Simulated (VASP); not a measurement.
The system is Cd.

```
Cd
1.0
    -1.78432    1.78432    1.78432
     1.78432   -1.78432    1.78432
     1.78432    1.78432   -1.78432
Cd
1
Direct
  0.00000 0.00000 0.00000
```

This isn't the form of Cd at room conditions, which is hcp.

```yaml
Program: VASP 6.6.1
Task: relaxation of cell and atoms
Functional: PBEsol
Dispersion: D4
Potentials_or_basis: VASP PAW PBE potentials, release 64 (Cd)
Cutoff: 600 eV
k_mesh: 10 × 10 × 10
Occupations: methfessel-paxton, width 0.1 eV
Spin: no spin polarisation
```

At the start: pressure -4.2 GPa; volume 22.72 Å³/atom.

Task: How do energy, volume and symmetry change on relaxing?

Result: Over 3 steps the energy falls by 32.1 meV/atom and the volume is 20.70 Å³/atom (-8.9 %); space group Im-3m (No. 229, to 0.1 Å) before and after.

Step by step:
```csv
step,energy change (eV),largest force (eV/Å),pressure (GPa),volume (Å³)
1,0.0000,0.0000,-4.25,22.72
2,-0.0319,0.0000,-0.35,20.80
3,-0.0321,0.0000,-0.02,20.70
```

Final structure:
```yaml
crystal:
  lattice:
    - [-1.72959, 1.72959, 1.72959]
    - [1.72959, -1.72959, 1.72959]
    - [1.72959, 1.72959, -1.72959]
  atoms:
    - { symbol: Cd, position: [0.00000, 0.00000, 0.00000] }
```

Caveat: the PAW data sets were made with another functional, which shifts forces and pressure a little.
